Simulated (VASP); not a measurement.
Input of a VASP 6.6.1 run:

The input INCAR:

```
  ALGO = Normal
  EDIFF = 1E-7
  ENCUT = 520
  GGA = PE
  ISIF = 2
  ISMEAR = 0
  ISPIN = 2
  LASPH = True
  LCHARG = False
  LORBIT = 11
  LREAL = False
  LWAVE = False
  MAGMOM = 0 0 0 0 0 1 1 1
  NBANDS = 34
  NELM = 150
  PREC = Accurate
  SIGMA = 0.1
```

The input KPOINTS:

```
k-points
0
Gamma
  4 4 4
```

The input POSCAR:

```
P5N3
1.0
   -3.1635270900      3.1635270900      3.1635270900
    3.1635270900     -3.1635270900      3.1635270900
    3.1635270900      3.1635270900     -3.1635270900
P N
5 3
Direct
    0.0000000000      0.0000000000      0.0000000000
    0.0000000000      0.0000000000      0.5000000000
    0.0000000000      0.5000000000      0.0000000000
    0.5000000000      0.0000000000      0.0000000000
    0.5000000000      0.5000000000      0.5000000000
    0.0000000000      0.5000000000      0.5000000000
    0.5000000000      0.5000000000      0.0000000000
    0.5000000000      0.0000000000      0.5000000000
```

Potentials or basis: VASP PAW PBE potentials, release 64 (P, N).

The run is started by

```sh
$ cat potpaw_PBE.64/P/POTCAR potpaw_PBE.64/N/POTCAR > POTCAR
$ mpirun -np 1 vasp_std > vasp.out
```

Estimate the site moments.

P +0.00, -0.00; N +0.16 μB.

What does it give for the net moment?

0.67 μB per cell.

What does it give for the pressure?

-23.1 GPa.
